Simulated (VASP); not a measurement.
## CrCuO2: single point with PBEsol

CrCuO2:

```
CELL_PARAMETERS angstrom
1.48670 0.85835 5.70000
-1.48670 0.85835 5.70000
0.00000 -1.71669 5.70000
ATOMIC_POSITIONS crystal
Cr 0.50000 0.50000 0.50000
Cu 0.00000 0.00000 0.00000
O 0.10792 0.10792 0.10792
O 0.89208 0.89208 0.89208
```

```
Program                : VASP 6.6.1
Task                   : single point
Functional             : PBEsol
Potentials or basis    : VASP PAW PBE potentials, release 64 (Cr_pv, Cu, O)
Cutoff                 : 600 eV
k mesh                 : 11 × 11 × 11
Occupations            : fermi-dirac, width 0.08 eV
Spin                   : collinear spin, ferromagnetic start
Starting moments       : [3.0, 0.0, 0.0, 0.0] μB
Dipole correction      : no
Further INCAR settings : ALGO = Normal; EDIFF = 1e-06; NBANDS = 30
```

* Pressure: -3.2 GPa
* Largest force: 0.088 eV/Å
* Band gap on the k mesh: 1.00 eV (least direct gap 1.16 eV)
* Net moment: 3.00 μB per cell
* Site moments: Cr +2.82; Cu +0.03; O -0.01 μB
* Valence electrons inside the program's atomic spheres: Cr 10.76; Cu 9.96; O 5.03

Forces in eV/Å, atoms in the order of the input:
```
Cr   0.000  0.000  0.000
Cu   0.000  0.000  0.000
O    0.000  0.000  0.088
O    0.000  0.000 -0.088
```

Stress tensor (GPa, compression positive):
```
-2.50  0.00  0.00
 0.00 -2.50  0.00
 0.00  0.00 -4.64
```

Levels at points of the mesh, in eV from the valence-band top:
Spin up:
| k point | band 17 | band 18 | band 19 | band 20 | band 21 | band 22 |
| --- | --- | --- | --- | --- | --- | --- |
| (0.00, 0.00, 0.00) | -1.18 | -1.18 | -0.82 | 2.02 | 2.80 | 2.80 |
Spin down:
| k point | band 12 | band 13 | band 14 | band 15 | band 16 | band 17 | band 18 | band 19 | band 20 | band 21 |
| --- | --- | --- | --- | --- | --- | --- | --- | --- | --- | --- |
| (0.00, 0.00, 0.00) | -2.90 | -2.24 | -2.24 | -1.85 | -1.85 | 1.25 | 1.74 | 1.74 | 3.05 | 4.18 |

Wall time 7.6 min on 1 thread of Intel(R) Xeon(R) 6975P-C (Granite Rapids), on a shared host, peak memory 0.66 GiB.

Caveat: the cell stands under tension; an empty level that is flat over the whole mesh can mark a ghost state of the potentials, or a narrow d or f band; the PAW data sets were made with another functional, which shifts forces and pressure a little. A k mesh can miss the band edges.
